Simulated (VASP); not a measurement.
# Sr2CdSe2O6 (R-3m) in VASP: single point with r2SCAN

Aim: the single point of Sr2CdSe2O6 with r2SCAN.

Program: VASP 6.6.1. These are calculated values, not measurements. Logs are shortened: lines on timing, memory, paths and dates and some standing lists are left out, and cuts for length are marked.

### 1 The cell of the first run

It takes space group R-3m (No. 166, trigonal). Conventional cell: a = 5.458 Å, b = 5.458 Å, c = 18.281 Å, α = 90.00°, β = 90.00°, γ = 120.00°. Within 3.5 Å of Sr (site symmetry 3m) lie 9 O at 2.63 to 2.79 Å and 4 Se at 3.12 to 3.47 Å and 3 Sr at 3.50 Å. Within 3.1 Å of Cd (site symmetry -3m) lie 6 O at 2.36 Å. Within 2.4 Å of Se (site symmetry 3m) lie 3 O at 1.78 Å. Within 2.4 Å of O (site symmetry m) lie 1 Se at 1.78 Å and 1 Cd at 2.36 Å.

### 2 Single point, r2SCAN

File POSCAR:

```
Sr2CdSe2O6
1.0
    5.4581124858      0.0000002796      0.0000001456
   -2.7290564851      4.7268639296     -0.0000012078
   -0.0000000011     -3.1512412497      6.0938220454
Sr Cd Se O
2 1 2 6
Direct
    0.7919251255      0.5838502510      0.3757753765
    0.2080748745      0.4161497490      0.6242246235
    0.0000000000      0.0000000000      0.0000000000
    0.6211226035      0.2422452070      0.8633678105
    0.3788773965      0.7577547930      0.1366321895
    0.7350012311     -0.0180837092      0.7169175219
    0.7350012311      0.4700024622      0.7169175219
    0.2469150597     -0.0180837092      0.7169175219
    0.2649987689      1.0180837092      0.2830824781
    0.7530849403      1.0180837092      0.2830824781
    0.2649987689      0.5299975378      0.2830824781
```

File INCAR.step1:

```
SYSTEM = Sr2CdSe2O6
PREC = Accurate ; ENCUT = 520
ISMEAR = 1 ; SIGMA = 0.1645
LREAL = .FALSE. ; LASPH = .TRUE.
NELM = 60 ; NBANDS = 51
GGA = PE ; ALGO = Normal
EDIFF = 1E-4 ; LWAVE = .TRUE.
LCHARG = .FALSE.
```

File INCAR.step2:

```
SYSTEM = Sr2CdSe2O6
PREC = Accurate ; ENCUT = 520
EDIFF = 1E-6 ; ISMEAR = 1
SIGMA = 0.1645 ; LREAL = .FALSE.
LASPH = .TRUE. ; NELM = 60
ALGO = Normal ; ISIF = 2
LWAVE = .FALSE. ; LCHARG = .TRUE.
METAGGA = R2SCAN ; LMIXTAU = .TRUE.
LELF = .TRUE. ; LVHAR = .TRUE.
NBANDS = 51 ; ISTART = 1
```

File KPOINTS:

```
regular mesh
0
G
  5 5 5
  0 0 0
```

Potentials or basis: VASP PAW PBE potentials, release 64 (Sr_sv, Cd, Se, O).

Started as:

```
$ cat potpaw_PBE.64/Sr_sv/POTCAR potpaw_PBE.64/Cd/POTCAR potpaw_PBE.64/Se/POTCAR potpaw_PBE.64/O/POTCAR > POTCAR
$ cp INCAR.step1 INCAR
$ mpirun -np 1 vasp_std > vasp.out
$ cp INCAR.step2 INCAR
$ mpirun -np 1 vasp_std > vasp.out
```

OUTCAR:

```text
SYSTEM = Sr2CdSe2O6
   PREC = Accurate
   ENCUT = 520
   EDIFF = 1E-6
   ISMEAR = 1
   LREAL = .FALSE.
   LASPH = .TRUE.
   NELM = 60
   ISIF = 2
   METAGGA = R2SCAN
   ISTART = 1

 ion  position               nearest neighbor table
   1  0.792  0.584  0.376-   8 2.63   7 2.63   6 2.63   9 2.79   9 2.79  11 2.79  11 2.79  10 2.79
                            10 2.79   4 3.12   5 3.47   5 3.47   5 3.47   2 3.50   2 3.50   2 3.50
   2  0.208  0.416  0.624-  10 2.63  11 2.63   9 2.63   6 2.79   6 2.79   7 2.79   7 2.79   8 2.79
                             8 2.79   5 3.12   4 3.47   4 3.47   4 3.47   1 3.50   1 3.50   1 3.50
   3  0.000  0.000  0.000-   8 2.36  10 2.36  11 2.36   7 2.36   6 2.36   9 2.36   4 3.26   5 3.26
                             5 3.26   4 3.26   5 3.26   4 3.26   1 3.80   2 3.80   1 3.90   2 3.90
   4  0.621  0.242  0.863-   8 1.78   7 1.78   6 1.78   1 3.12   3 3.26   3 3.26   3 3.26   2 3.47
                             2 3.47   2 3.47
   5  0.379  0.758  0.137-  10 1.78  11 1.78   9 1.78   2 3.12   3 3.26   3 3.26   3 3.26   1 3.47
                             1 3.47   1 3.47
   6  0.735  0.982  0.717-   4 1.78   3 2.36   1 2.63   2 2.79   2 2.79
   7  0.735  0.470  0.717-   4 1.78   3 2.36   1 2.63   2 2.79   2 2.79
   8  0.247  0.982  0.717-   4 1.78   3 2.36   1 2.63   2 2.79   2 2.79
   9  0.265  0.018  0.283-   5 1.78   3 2.36   2 2.63   1 2.79   1 2.79
  10  0.753  0.018  0.283-   5 1.78   3 2.36   2 2.63   1 2.79   1 2.79
  11  0.265  0.530  0.283-   5 1.78   3 2.36   2 2.63   1 2.79   1 2.79

  LATTYP: Found a trigonal (rhomboedric) cell.
 ALAT       =     6.8603927391
 COS(alpha) =     0.6835121729

  Lattice vectors:

 A1 = (  -0.0000000011,  -3.1512412497,   6.0938220454)
 A2 = (   2.7290559996,   1.5756229595,   6.0938209832)
 A3 = (  -2.7290564862,   1.5756226799,   6.0938208376)

Analysis of symmetry for initial positions (statically):
=====================================================================
 Subroutine PRICEL returns:
 Original cell was already a primitive cell.

 Routine SETGRP: Setting up the symmetry group for a
 trigonal (rhombohedral) supercell.

 Subroutine GETGRP returns: Found 12 space group operations
 (whereof 12 operations were pure point group operations)
 out of a pool of 12 trial point group operations.

The static configuration has the point symmetry D_3d.

Analysis of symmetry for dynamics (positions and initial velocities):
=====================================================================
 Subroutine PRICEL returns:
 Original cell was already a primitive cell.

 Routine SETGRP: Setting up the symmetry group for a
 trigonal (rhombohedral) supercell.

 Subroutine GETGRP returns: Found 12 space group operations
 (whereof 12 operations were pure point group operations)
 out of a pool of 12 trial point group operations.

The dynamic configuration has the point symmetry D_3d.

 Subroutine INISYM returns: Found 12 space group operations
 (whereof 12 operations are pure point group operations),
 and found     1 'primitive' translations

----------------------------------------------------------------------------------------

                                     Primitive cell

  volume of cell :     157.2191

  direct lattice vectors                    reciprocal lattice vectors
     5.458112486  0.000000280  0.000000146     0.183213513  0.105778397  0.054700194
    -2.729056485  4.726863930 -0.000001208    -0.000000014  0.211556776  0.109400379
    -0.000000001 -3.151241250  6.093822045    -0.000000004  0.000000039  0.164100644

  length of vectors
     5.458112486  5.458112486  6.860392739     0.218514009  0.238169504  0.164100644

  position of ions in fractional coordinates (direct lattice)
     0.791925126  0.583850251  0.375775377
     0.208074874  0.416149749  0.624224623
     0.000000000  0.000000000  0.000000000
     0.621122603  0.242245207  0.863367811
     0.378877397  0.757754793  0.136632189
     0.735001231  0.981916291  0.716917522
     0.735001231  0.470002462  0.716917522
     0.246915060  0.981916291  0.716917522
     0.264998769  0.018083709  0.283082478
     0.753084940  0.018083709  0.283082478
     0.264998769  0.529997538  0.283082478

  ion indices of the primitive-cell ions
   primitive index   ion index
                 1           1
                 2           2
                 3           3
                 4           4
                 5           5
                 6           6
                 7           7
                 8           8
                 9           9
                10          10
                11          11

----------------------------------------------------------------------------------------

 KPOINTS: regular mesh

Automatic generation of k-mesh.
 Grid dimensions read from file:
 generate k-points for:    5    5    5

 Generating k-lattice:

  Cartesian coordinates                     Fractional coordinates (reciprocal lattice)
     0.036642703  0.021155679  0.010940039     0.200000000 -0.000000000  0.000000000
    -0.000000003  0.042311355  0.021880076    -0.000000000  0.200000000  0.000000000
    -0.000000001  0.000000008  0.032820129     0.000000000  0.000000000  0.200000000

  Length of vectors
     0.043702802  0.047633901  0.032820129

  Shift w.r.t. Gamma in fractional coordinates (k-lattice)
     0.000000000  0.000000000  0.000000000

 Subroutine IBZKPT returns following result:
 ===========================================

 Found     19 irreducible k-points:

 Following reciprocal coordinates:
            Coordinates               Weight
  0.000000  0.000000  0.000000      1.000000
  0.200000  0.000000  0.000000      6.000000
  0.400000 -0.000000 -0.000000      6.000000
 -0.000000  0.200000  0.000000      6.000000
  0.200000  0.200000 -0.000000     12.000000
  0.400000  0.200000 -0.000000     12.000000
[... 11 lines left out ...]
 -0.000000  0.000000  0.400000      2.000000
  0.200000 -0.000000  0.400000      6.000000
   k-points           NKPTS =     19   k-points in BZ     NKDIM =     19   number of bands    NBANDS=     51
   number of dos      NEDOS =    301   number of ions     NIONS =     11
   total plane-waves  NPLWV =  95256
   dimension x,y,z NGX =    42 NGY =   42 NGZ =   54
   dimension x,y,z NGXF=    84 NGYF=   84 NGZF=  108
   ions per type =               2   1   2   6
   NGX,Y,Z   is equivalent  to a cutoff of  12.79, 12.79, 13.09 a.u.
   NGXF,Y,Z  is equivalent  to a cutoff of  25.59, 25.59, 26.17 a.u.
 SYSTEM =  Sr2CdSe2O6
   PREC   = accura    normal or accurate (medium, high low for compatibility)
   ISTART =      1    job   : 0-new  1-cont  2-samecut
   ICHARG =      0    charge: 1-file 2-atom 10-const
   ISPIN  =      1    spin polarized calculation?
   LNONCOLLINEAR =      F non collinear calculations
   LSORBIT =      F    spin-orbit coupling
   LASPH  =      T    aspherical Exc in radial PAW
   ENCUT  =  520.0 eV  38.22 Ry    6.18 a.u.  10.15 10.15 12.76*2*pi/ulx,y,z
   NELM   =     60;   NELMIN=  2; NELMDL=  0     # of ELM steps
   EDIFF  = 0.1E-05   stopping-criterion for ELM
   LREAL  =      F    real-space projection
   EDIFFG = 0.1E-04   stopping-criterion for IOM
   NSW    =      0    number of steps for IOM
   IBRION =     -1    ionic relax: 0-MD 1-quasi-New 2-CG
   NFREE  =      0    steps in history (QN), initial steepest desc. (CG)
   ISIF   =      2    stress and relaxation
   ISYM   =      2    0-nonsym 1-usesym 2-fastsym
   POTIM  = 0.5000    time-step for ionic-motion
   TEBEG  =    0.0;   TEEND  =   0.0 temperature during run
   PSTRESS=    0.0 pullay stress
   NELECT =      80.0000    total number of electrons
   NUPDOWN=      -1.0000    fix difference up-down
   EMIN   =  10.00;   EMAX   =-10.00  energy-range for DOS
   EFERMI =   0.00;   METHOD = LEGACY
   ISMEAR =     1;   SIGMA  =   0.16  broadening in eV -4-tet -1-fermi 0-gaus
   EFERMI_NEDOS =   21; number of points for ismear=-14 and -15
   IALGO  =     38    algorithm
   IMIX   =      4    mixing-type and parameters
     AMIX     =   0.40;   BMIX     =  1.00
     AMIX_MAG =   1.60;   BMIX_MAG =  1.00
  volume/ion in A,a.u.               =      14.29        96.45
  Fermi-wavevector in a.u.,A,eV,Ry     =   1.306982  2.469839 23.241511  1.708203
  Thomas-Fermi vector in A             =   2.437748
   LORBIT       =      0    0 simple, 1 ext, 2 COOP (PROOUT), +10 PAW based schemes
   METAGGA = R2SCAN    functional components
   LHFCALC =     F    Hartree Fock is set to
   AEXX    =    0.0000 exact exchange contribution
   IVDW    =     0    specifies the selected vdW correction
   LEPSILON=     F    determine dielectric tensor
   LRPA    =     F    only Hartree local field effects (RPA)
 non-spin polarized calculation
 Methfessel and Paxton  Order N= 1 SIGMA  =   0.16
  energy-cutoff  :      520.00
  volume of cell :      157.22
 maximum number of plane-waves:      4249
 NGX is ok and might be reduce to    42
   NGX = 21   NGY = 21   NGZ = 25

 number of electron      80.0000011 magnetization

 Free energy of the ion-electron system (eV)
  ---------------------------------------------------
  ext. energy  EPLUGINS =         0.00000000
  ---------------------------------------------------
  free energy    TOTEN  =      -131.29321775 eV

  energy without entropy =     -131.29151760  energy(sigma->0) =     -131.29265103

 E-fermi :   5.6053     XC(G=0): -11.1537

 val. band max:        5.5807625910   @ k =   0.2000   0.2000   0.2000
 cond. band min:       5.6343109962   @ k =  -0.4000  -0.0000   0.2000
 fundamental gap:      0.0535484052
 Fermi energy:         5.6052656509

 k-point     1 :       0.0000    0.0000    0.0000
  band No.  band energies     occupation
      1     -31.8003      2.00000
      2     -31.7071      2.00000
      3     -18.3241      2.00000
      4     -18.1022      2.00000
      5     -15.8319      2.00000
      6     -15.8319      2.00000
[... 43 lines left out ...]
     50      10.8618      0.00000
     51      10.8643      0.00000

 k-point     2 :       0.2000    0.0000    0.0000
  band No.  band energies     occupation
      1     -31.7921      2.00000
      2     -31.7145      2.00000
      3     -18.2977      2.00000
      4     -18.0755      2.00000
      5     -15.9724      2.00000
      6     -15.8919      2.00000
[... 43 lines left out ...]
     50      10.8576      0.00000
     51      11.0408      0.00000

 k-point     3 :       0.4000   -0.0000   -0.0000
  band No.  band energies     occupation
      1     -31.7731      2.00000
      2     -31.7321      2.00000
      3     -18.2444      2.00000
      4     -18.0361      2.00000
      5     -16.1643      2.00000
      6     -16.0487      2.00000
[... 43 lines left out ...]
     50      10.6986      0.00000
     51      11.1119      0.00000
[... 757 lines left out ...]
 k-point    18 :      -0.0000    0.0000    0.4000
  band No.  band energies     occupation
      1     -31.7997      2.00000
      2     -31.7075      2.00000
      3     -18.2944      2.00000
      4     -18.1700      2.00000
      5     -15.8581      2.00000
      6     -15.8581      2.00000
[... 43 lines left out ...]
     50      10.5623      0.00000
     51      10.5623      0.00000

 k-point    19 :       0.2000   -0.0000    0.4000
  band No.  band energies     occupation
      1     -31.7915      2.00000
      2     -31.7149      2.00000
      3     -18.2290      2.00000
      4     -18.1832      2.00000
      5     -15.9709      2.00000
      6     -15.9125      2.00000
[... 43 lines left out ...]
     50      10.8258      0.00000
     51      10.8355      0.00000

------------------------ aborting loop because EDIFF is reached ----------------------------------------

  FORCE on cell =-STRESS in cart. coord.  units (eV):
  Direction    XX          YY          ZZ          XY          YZ          ZX
  --------------------------------------------------------------------------------------
  -------------------------------------------------------------------------------------
  Total        0.7640549      0.7640549      0.7243957     -0.0000000     -0.0000000      0.0000000
  in kB        7.7862764      7.7862764      7.3821203     -0.0000000     -0.0000001      0.0000000
  external PRESSURE =       7.6515577 kB  Pullay stress =       0.0000000 kB

 VOLUME and BASIS-vectors are now :
 -----------------------------------------------------------------------------
  energy-cutoff  :      520.00
  volume of cell :      157.22
      direct lattice vectors                 reciprocal lattice vectors
     5.458112486  0.000000280  0.000000146     0.183213513  0.105778397  0.054700194
    -2.729056485  4.726863930 -0.000001208    -0.000000014  0.211556776  0.109400379
    -0.000000001 -3.151241250  6.093822045    -0.000000004  0.000000039  0.164100644

 POSITION                                       TOTAL-FORCE (eV/Angst)
 -----------------------------------------------------------------------------------
      2.72906      1.57562      2.28991         0.000000     -0.000000     -0.002156
     -0.00000      0.00000      3.80391        -0.000000      0.000000      0.002156
      0.00000      0.00000      0.00000        -0.000000      0.000000     -0.000000
      2.72906     -1.57562      5.26121        -0.000000      0.000000      0.174612
     -0.00000      3.15124      0.83261         0.000000     -0.000000     -0.174612
      1.33201      2.38220      4.36877         0.047306     -0.027312     -0.072736
      2.72906     -0.03754      4.36877        -0.000000      0.054624     -0.072736
     -1.33201      2.38220      4.36877        -0.047306     -0.027312     -0.072736
      1.39704     -0.80658      1.72505        -0.047306      0.027312      0.072736
      4.06107     -0.80658      1.72505         0.047306      0.027312      0.072736
     -0.00000      1.61317      1.72505         0.000000     -0.054624      0.072736
 -----------------------------------------------------------------------------------
    total drift:                                0.000000     -0.000000      0.000000

  FREE ENERGIE OF THE ION-ELECTRON SYSTEM (eV)
  ---------------------------------------------------
  free  energy   TOTEN  =      -131.2932177472 eV

  energy  without entropy=     -131.2915176025  energy(sigma->0) =     -131.29265103
```

Run time: 9.3 min. Hardware: 1 thread of Intel Xeon Platinum 8488C (Sapphire Rapids), shared host; peak memory 0.42 GiB.

What came out:

```yaml
Free_energy: -131.2932 eV
Pressure: 0.8 GPa
Largest_force: 0.175 eV/Å
Band_gap_on_the_k_mesh: zero (bands 40 and 41 overlap by 0.75 eV)
```

Forces on the atoms (eV/Å):
```
Sr   0.000  0.000 -0.002
Sr   0.000  0.000  0.002
Cd   0.000  0.000  0.000
Se   0.000  0.000  0.175
Se   0.000  0.000 -0.175
O    0.047 -0.027 -0.073
O    0.000  0.055 -0.073
O   -0.047 -0.027 -0.073
O   -0.047  0.027  0.073
O    0.047  0.027  0.073
O    0.000 -0.055  0.073
```

Caveat: semilocal functionals underestimate gaps, and a narrow one can read as zero; the PAW data sets were made with another functional, which shifts forces and pressure a little.

The gap in the log of VASP goes by the Fermi energy; the results here count the filled bands.